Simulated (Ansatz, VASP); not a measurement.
# F in VASP and in Ansatz

Contents of INCAR:

```
SYSTEM = F
  PREC = Accurate
  ENCUT = 600
  EDIFF = 1E-6
  ISMEAR = -1
  SIGMA = 0.08
  LREAL = .FALSE.
  LASPH = .TRUE.
  NELM = 120
  ALGO = Normal
  ISIF = 2
  LWAVE = .FALSE.
  LCHARG = .FALSE.
  GGA = PE
  NBANDS = 10
  GGA_COMPAT = .FALSE.
```

The input KPOINTS:

```
regular mesh
0
G
  18 18 18
  0 0 0
```

File POSCAR:

```
F
1.0
   -1.3639358855      1.3639358855      1.3639358855
    1.3639358855     -1.3639358855      1.3639358855
    1.3639358855      1.3639358855     -1.3639358855
F
1
Direct
    0.0000000000      0.0000000000      0.0000000000
```

Input for Ansatz:

```yaml
crystal:
  lattice:
    - [-1.3639358855, 1.3639358855, 1.3639358855]
    - [1.3639358855, -1.3639358855, 1.3639358855]
    - [1.3639358855, 1.3639358855, -1.3639358855]
  atoms:
    - { symbol: F, position: [0.0, 0.0, 0.0] }
kpoints:
  mp_grid: { grid: [18, 18, 18] }
scf:
  occupations: { method: fermi_dirac, width: 0.08 }
hamiltonian:
  xc: pbe
  pseudopotentials: { kind: all_electron, datasets: crystal }
output:
  forces: true
  stress: true
  eigenvalues: true
```

Change from the starting cell: volume scaled by 1, crystal datasets.

Alike in both runs: task single point; functional PBE; k mesh 18 × 18 × 18; occupations fermi-dirac, width 0.08 eV; no spin polarisation.

|  | VASP | Ansatz |
| --- | --- | --- |
| version | VASP 6.6.1 | Ansatz 0.2.0 |
| potentials or method | VASP PAW PBE potentials, release 64 (F), cutoff 600 eV | all-electron PAW with datasets made for the crystal, scalar-relativistic |

|  | VASP | Ansatz | Ansatz less VASP |
| --- | --- | --- | --- |
| pressure (GPa) | -0.6 | -0.1 | +0.51 |

Ansatz ran all-electron here, and VASP with PAW potentials. Ansatz's warnings: printed levels off.
